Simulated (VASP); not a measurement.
# NiO (Fm-3m) in VASP: a series of runs

Aim: see how the results for NiO move with the level of theory and the settings. Levels: r2SCAN+D4, PBE. Tasks: single point.

All numbers are computed with VASP 6.6.1; they aren't measurements. Logs are shortened: lines on timing, memory, paths and dates and some standing lists are left out, and cuts for length are marked.

### 1 The cell of the first run

Symmetry: Fm-3m, No. 225, cubic system. The conventional cell has a = 4.179 Å, b = 4.179 Å, c = 4.179 Å, α = 90.00°, β = 90.00°, γ = 90.00°. Within 2.8 Å of Ni (site symmetry m-3m) lie 6 O at 2.09 Å. Within 2.8 Å of O (site symmetry m-3m) lie 6 Ni at 2.09 Å.

### 2 Single point, r2SCAN+D4, collinear spin, ferromagnetic start

Contents of POSCAR:

```
NiO
1.0
    0.0000000000      2.0894061025      2.0894061025
    2.0894061025      0.0000000000      2.0894061025
    2.0894061025      2.0894061025      0.0000000000
Ni O
1 1
Direct
    0.0000000000      0.0000000000      0.0000000000
    0.5000000000      0.5000000000      0.5000000000
```

Contents of INCAR.step1:

```
PREC     = Accurate       # precision mode
ENCUT    = 660            # plane-wave cutoff, eV
ISMEAR   = -1             # smearing method
SIGMA    = 0.05           # smearing width, eV
LREAL    = F              # projectors in reciprocal space
LASPH    = T              # aspherical terms in the spheres
NELM     = 200            # most SCF steps
ISPIN    = 2              # spin polarisation
MAGMOM   = 1 0            # initial moments
LMAXMIX  = 4              # l up to which the mixer works
NBANDS   = 23             # bands
GGA      = PE             # functional
ALGO     = Normal         # electronic algorithm
EDIFF    = 1E-5           # SCF threshold, eV
LWAVE    = T              # write WAVECAR
LCHARG   = F              # write CHGCAR
GGA_COMPAT= F
```

Contents of INCAR.step2:

```
PREC     = Accurate       # precision mode
ENCUT    = 660            # plane-wave cutoff, eV
EDIFF    = 1E-6           # SCF threshold, eV
ISMEAR   = -1             # smearing method
SIGMA    = 0.05           # smearing width, eV
LREAL    = F              # projectors in reciprocal space
LASPH    = T              # aspherical terms in the spheres
NELM     = 200            # most SCF steps
ALGO     = Normal         # electronic algorithm
ISIF     = 2              # what is computed and relaxed
LWAVE    = F              # write WAVECAR
LCHARG   = F              # write CHGCAR
ISPIN    = 2              # spin polarisation
MAGMOM   = 1 0            # initial moments
LORBIT   = 11             # projections on sites
LMAXMIX  = 4              # l up to which the mixer works
METAGGA  = R2SCAN         # meta-GGA
LMIXTAU  = T            
IVDW     = 13             # dispersion correction
VDW_S6   = 1.0          
VDW_S8   = 0.6018749    
VDW_A1   = 0.51559235   
VDW_A2   = 5.77342911   
NBANDS   = 23             # bands
ISTART   = 1            
GGA_COMPAT= F
```

Contents of KPOINTS:

```
Automatic mesh
0
Gamma
  11 11 11
```

Potentials or basis: VASP PAW PBE potentials, release 64 (Ni_sv_GW, O).

On the command line:

```sh
cat potpaw_PBE.64/Ni_sv_GW/POTCAR potpaw_PBE.64/O/POTCAR > POTCAR
cp INCAR.step1 INCAR
mpirun -np 1 vasp_std > vasp.out
cp INCAR.step2 INCAR
mpirun -np 1 vasp_std > vasp.out
```

OUTCAR:

```text
PREC = Accurate
   ENCUT = 660
   EDIFF = 1E-6
   ISMEAR = -1
   LREAL = F
   LASPH = T
   NELM = 200
   ISIF = 2
   ISPIN = 2
   LORBIT = 11
   METAGGA = R2SCAN
   IVDW = 13
   ISTART = 1

 ion  position               nearest neighbor table
   1  0.000  0.000  0.000-   2 2.09   2 2.09   2 2.09   2 2.09   2 2.09   2 2.09
   2  0.500  0.500  0.500-   1 2.09   1 2.09   1 2.09   1 2.09   1 2.09   1 2.09

  LATTYP: Found a face centered cubic cell.
 ALAT       =     4.1788122050

  Lattice vectors:

 A1 = (   0.0000000000,   2.0894061025,   2.0894061025)
 A2 = (   2.0894061025,   0.0000000000,   2.0894061025)
 A3 = (   2.0894061025,   2.0894061025,   0.0000000000)

Analysis of symmetry for initial positions (statically):
=====================================================================
 Subroutine PRICEL returns:
 Original cell was already a primitive cell.

 Routine SETGRP: Setting up the symmetry group for a
 face centered cubic supercell.

 Subroutine GETGRP returns: Found 48 space group operations
 (whereof 48 operations were pure point group operations)
 out of a pool of 48 trial point group operations.

The static configuration has the point symmetry O_h .

Analysis of symmetry for dynamics (positions and initial velocities):
=====================================================================
 Subroutine PRICEL returns:
 Original cell was already a primitive cell.

 Routine SETGRP: Setting up the symmetry group for a
 face centered cubic supercell.

 Subroutine GETGRP returns: Found 48 space group operations
 (whereof 48 operations were pure point group operations)
 out of a pool of 48 trial point group operations.

The dynamic configuration has the point symmetry O_h .

Analysis of structural, dynamic, and magnetic symmetry:
=====================================================================
 Subroutine PRICEL returns:
 Original cell was already a primitive cell.

 Routine SETGRP: Setting up the symmetry group for a
 face centered cubic supercell.

 Subroutine GETGRP returns: Found 48 space group operations
 (whereof 48 operations were pure point group operations)
 out of a pool of 48 trial point group operations.

The overall configuration has the point symmetry O_h .

 Subroutine INISYM returns: Found 48 space group operations
 (whereof 48 operations are pure point group operations),
 and found     1 'primitive' translations

----------------------------------------------------------------------------------------

                                     Primitive cell

  volume of cell :      18.2431

  direct lattice vectors                    reciprocal lattice vectors
     0.000000000  2.089406102  2.089406102    -0.239302450  0.239302450  0.239302450
     2.089406102  0.000000000  2.089406102     0.239302450 -0.239302450  0.239302450
     2.089406102  2.089406102  0.000000000     0.239302450  0.239302450 -0.239302450

  length of vectors
     2.954866447  2.954866447  2.954866447     0.414484002  0.414484002  0.414484002

  position of ions in fractional coordinates (direct lattice)
     0.000000000  0.000000000  0.000000000
     0.500000000  0.500000000  0.500000000

  ion indices of the primitive-cell ions
   primitive index   ion index
                 1           1
                 2           2

----------------------------------------------------------------------------------------

 KPOINTS: Automatic mesh

Automatic generation of k-mesh.
 Grid dimensions read from file:
 generate k-points for:   11   11   11

 Generating k-lattice:

  Cartesian coordinates                     Fractional coordinates (reciprocal lattice)
    -0.021754768  0.021754768  0.021754768     0.090909091  0.000000000  0.000000000
     0.021754768 -0.021754768  0.021754768     0.000000000  0.090909091  0.000000000
     0.021754768  0.021754768 -0.021754768     0.000000000  0.000000000  0.090909091

  Length of vectors
     0.037680364  0.037680364  0.037680364

  Shift w.r.t. Gamma in fractional coordinates (k-lattice)
     0.000000000  0.000000000  0.000000000

 Subroutine IBZKPT returns following result:
 ===========================================

 Found     56 irreducible k-points:

 Following reciprocal coordinates:
            Coordinates               Weight
  0.000000  0.000000  0.000000      1.000000
  0.090909  0.000000  0.000000      8.000000
  0.181818  0.000000  0.000000      8.000000
  0.272727  0.000000  0.000000      8.000000
  0.363636  0.000000  0.000000      8.000000
  0.454545  0.000000  0.000000      8.000000
[... 16 lines left out ...]
 -0.272727  0.181818  0.000000     24.000000
 -0.181818  0.181818  0.000000     12.000000
 [... further k-points ...]
   k-points           NKPTS =     56   k-points in BZ     NKDIM =     56   number of bands    NBANDS=     23
   number of dos      NEDOS =    301   number of ions     NIONS =      2
   total plane-waves  NPLWV =  21952
   dimension x,y,z NGX =    28 NGY =   28 NGZ =   28
   dimension x,y,z NGXF=    56 NGYF=   56 NGZF=   56
   ions per type =               1   1
   NGX,Y,Z   is equivalent  to a cutoff of  15.75, 15.75, 15.75 a.u.
   NGXF,Y,Z  is equivalent  to a cutoff of  31.51, 31.51, 31.51 a.u.
 SYSTEM =  unknown system
   PREC   = accura    normal or accurate (medium, high low for compatibility)
   ISTART =      1    job   : 0-new  1-cont  2-samecut
   ICHARG =      0    charge: 1-file 2-atom 10-const
   ISPIN  =      2    spin polarized calculation?
   LNONCOLLINEAR =      F non collinear calculations
   LSORBIT =      F    spin-orbit coupling
   LASPH  =      T    aspherical Exc in radial PAW
   ENCUT  =  660.0 eV  48.51 Ry    6.96 a.u.   6.19  6.19  6.19*2*pi/ulx,y,z
   NELM   =    200;   NELMIN=  2; NELMDL=  0     # of ELM steps
   EDIFF  = 0.1E-05   stopping-criterion for ELM
   LREAL  =      F    real-space projection
   EDIFFG = 0.1E-04   stopping-criterion for IOM
   NSW    =      0    number of steps for IOM
   IBRION =     -1    ionic relax: 0-MD 1-quasi-New 2-CG
   NFREE  =      0    steps in history (QN), initial steepest desc. (CG)
   ISIF   =      2    stress and relaxation
   ISYM   =      2    0-nonsym 1-usesym 2-fastsym
   POTIM  = 0.5000    time-step for ionic-motion
   TEBEG  =    0.0;   TEEND  =   0.0 temperature during run
   PSTRESS=    0.0 pullay stress
   NELECT =      24.0000    total number of electrons
   NUPDOWN=      -1.0000    fix difference up-down
   EMIN   =  10.00;   EMAX   =-10.00  energy-range for DOS
   EFERMI =   0.00;   METHOD = LEGACY
   ISMEAR =    -1;   SIGMA  =   0.05  broadening in eV -4-tet -1-fermi 0-gaus
   EFERMI_NEDOS =   21; number of points for ismear=-14 and -15
   IALGO  =     38    algorithm
   IMIX   =      4    mixing-type and parameters
     AMIX     =   0.40;   BMIX     =  1.00
     AMIX_MAG =   1.60;   BMIX_MAG =  1.00
  volume/ion in A,a.u.               =       9.12        61.56
  Fermi-wavevector in a.u.,A,eV,Ry     =   1.793821  3.389830 43.780732  3.217793
  Thomas-Fermi vector in A             =   2.855903
   LORBIT       =     11    0 simple, 1 ext, 2 COOP (PROOUT), +10 PAW based schemes
   METAGGA = R2SCAN    functional components
   LHFCALC =     F    Hartree Fock is set to
   AEXX    =    0.0000 exact exchange contribution
   IVDW    =    13    specifies the selected vdW correction
   LEPSILON=     F    determine dielectric tensor
   LRPA    =     F    only Hartree local field effects (RPA)
 spin polarized calculation
  energy-cutoff  :      660.00
  volume of cell :       18.24
 maximum number of plane-waves:       725
 NGX is ok and might be reduce to    28
   NGX = 13   NGY = 13   NGZ = 13

 number of electron      24.0000001 magnetization       1.9999870

 Free energy of the ion-electron system (eV)
  ---------------------------------------------------
  ext. energy  EPLUGINS =         0.00000000
  ---------------------------------------------------
  free energy    TOTEN  =       -21.11015938 eV

  energy without entropy =      -21.11015744  energy(sigma->0) =      -21.11015841

 E-fermi :   7.0227     XC(G=0): -13.8241

 val. band max:        6.5442664315   @ k =   0.4545   0.0000   0.0000
 cond. band min:       7.4064598367   @ k =   0.0000   0.0000   0.0000
 fundamental gap:      0.8621934052
 Fermi energy:         7.0227494219

 spin component 1

 k-point     1 :       0.0000    0.0000    0.0000
  band No.  band energies     occupation
      1    -102.1660      1.00000
      2     -61.0632      1.00000
      3     -61.0632      1.00000
      4     -61.0631      1.00000
      5     -14.5249      1.00000
      6       2.5987      1.00000
[... 15 lines left out ...]
     22      33.2439      0.00000
     23      33.2439      0.00000

 k-point     2 :       0.0909    0.0000    0.0000
  band No.  band energies     occupation
      1    -102.1651      1.00000
      2     -61.0644      1.00000
      3     -61.0632      1.00000
      4     -61.0632      1.00000
      5     -14.4330      1.00000
      6       2.1893      1.00000
[... 15 lines left out ...]
     22      34.7141      0.00000
     23      34.7142      0.00000
[... 544 lines left out ...]
     22      38.4556      0.00000
     23      40.0272      0.00000

 k-point    24 :      -0.1818    0.1818    0.0000
  band No.  band energies     occupation
      1    -102.1634      1.00000
      2     -61.0778      1.00000
      3     -61.0688      1.00000
      4     -61.0642      1.00000
      5     -13.7214      1.00000
      6      -0.1026      1.00000
[... 15 lines left out ...]
     22      38.5041      0.00000
     23      39.5731      0.00000

 [... further k-points ...]

 spin component 2

 k-point     1 :       0.0000    0.0000    0.0000
  band No.  band energies     occupation
      1     -99.0062      1.00000
      2     -58.0550      1.00000
      3     -58.0550      1.00000
      4     -58.0489      1.00000
      5     -14.0133      1.00000
      6       4.3906      1.00000
[... 15 lines left out ...]
     22      34.3396      0.00000
     23      34.3407      0.00000

 k-point     2 :       0.0909    0.0000    0.0000
  band No.  band energies     occupation
      1     -99.0054      1.00000
      2     -58.0564      1.00000
      3     -58.0552      1.00000
      4     -58.0495      1.00000
      5     -13.9165      1.00000
      6       3.4309      1.00000
[... 15 lines left out ...]
     22      35.7698      0.00000
     23      35.7702      0.00000
[... 544 lines left out ...]
     22      39.1798      0.00000
     23      40.9156      0.00000

 k-point    24 :      -0.1818    0.1818    0.0000
  band No.  band energies     occupation
      1     -99.0035      1.00000
      2     -58.0727      1.00000
      3     -58.0565      1.00000
      4     -58.0560      1.00000
      5     -13.1601      1.00000
      6       0.7231      1.00000
[... 15 lines left out ...]
     22      39.1200      0.00000
     23      40.0025      0.00000

 [... further k-points ...]

------------------------ aborting loop because EDIFF is reached ----------------------------------------

  DFT-D4 for vdW energy calculation

  Edisp (eV):   -0.23385

  FORCE on cell =-STRESS in cart. coord.  units (eV):
  Direction    XX          YY          ZZ          XY          YZ          ZX
  --------------------------------------------------------------------------------------
  -------------------------------------------------------------------------------------
  Total      -0.21519    -0.21519    -0.21519     0.00000    -0.00000     0.00000
  in kB     -18.89883   -18.89883   -18.89883     0.00000    -0.00000     0.00000
  external pressure =      -18.90 kB  Pullay stress =        0.00 kB

 VOLUME and BASIS-vectors are now :
 -----------------------------------------------------------------------------
  energy-cutoff  :      660.00
  volume of cell :       18.24
      direct lattice vectors                 reciprocal lattice vectors
     0.000000000  2.089406102  2.089406102    -0.239302450  0.239302450  0.239302450
     2.089406102  0.000000000  2.089406102     0.239302450 -0.239302450  0.239302450
     2.089406102  2.089406102  0.000000000     0.239302450  0.239302450 -0.239302450

 POSITION                                       TOTAL-FORCE (eV/Angst)
 -----------------------------------------------------------------------------------
      0.00000      0.00000      0.00000         0.000000     -0.000000      0.000000
      2.08941      2.08941      2.08941        -0.000000      0.000000     -0.000000
 -----------------------------------------------------------------------------------
    total drift:                                0.000000      0.000000      0.000000

  FREE ENERGIE OF THE ION-ELECTRON SYSTEM (eV)
  ---------------------------------------------------
  free  energy   TOTEN  =       -21.3440089139 eV

  energy  without entropy=      -21.3440069796  energy(sigma->0) =      -21.34400795

 total charge

# of ion       s       p       d       f       tot
--------------------------------------------------
    1        2.147   6.215   7.737   0.010  16.109
    2        1.550   3.502   0.000   0.000   5.052
--------------------------------------------------
tot          3.698   9.716   7.737   0.010  21.161

 magnetization (x)

# of ion       s       p       d       f       tot
--------------------------------------------------
    1        0.007   0.009   1.686   0.000   1.702
    2        0.029   0.239   0.000   0.000   0.268
--------------------------------------------------
tot          0.036   0.248   1.686   0.000   1.970
```

It took 6.3 min on 1 thread of Intel Xeon Platinum 8259CL at 2.50GHz (Skylake/Cascade Lake), shared host; peak memory 0.23 GiB.

What came out:

```
Free energy                                           : -21.3440 eV
Pressure                                              : -1.9 GPa
Band gap on the k mesh                                : 0.86 eV (least direct gap 1.81 eV)
Net moment                                            : 2.00 μB per cell
Site moments                                          : Ni +1.70; O +0.27 μB
Valence electrons inside the program's atomic spheres : Ni 16.11; O 5.05
Dispersion energy per atom                            : -0.117 eV
```

Caveat: the PAW data sets were made with another functional, which shifts forces and pressure a little; an odd mesh through Γ misses points on the zone boundary, where band edges can lie; a cell with one magnetic atom can't hold antiferromagnetic order, which such compounds often take.

(Part 1 of 2 ends here.)
